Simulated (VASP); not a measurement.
Here is a VASP 6.6.1 calculation.

File INCAR:

```
PREC = Accurate
ENCUT = 520
EDIFF = 1E-6
ISMEAR = 0
SIGMA = 0.6
LREAL = F
LASPH = T
NELM = 80
ALGO = Normal
ISIF = 2
LWAVE = F
LCHARG = T
GGA = CA
LELF = T
LVHAR = T
NBANDS = 13
```

Contents of KPOINTS:

```
regular mesh
0
Gamma
  14 14 14
```

File POSCAR:

```
W
1.0
   -1.5676867250      1.5676867250      1.5676867250
    1.5676867250     -1.5676867250      1.5676867250
    1.5676867250      1.5676867250     -1.5676867250
W
1
Direct
    0.0000000000      0.0000000000      0.0000000000
```

Potentials or basis: VASP PAW LDA potentials, release 64 (W_sv).

Run with:

```bash
$ cat potpaw_LDA.64/W_sv/POTCAR > POTCAR
$ mpirun -np 1 vasp_std > vasp.out
```

(1) Estimate the pressure.

(2) What does it give for the band gap on the k mesh?

## Answers

(1) 2.2 GPa.

(2) zero (band 7 reaches 17.09 eV, above the bottom of band 8 at 10.43 eV).

Caveat: spin-orbit coupling is left out, which moves the levels of the heavy elements.
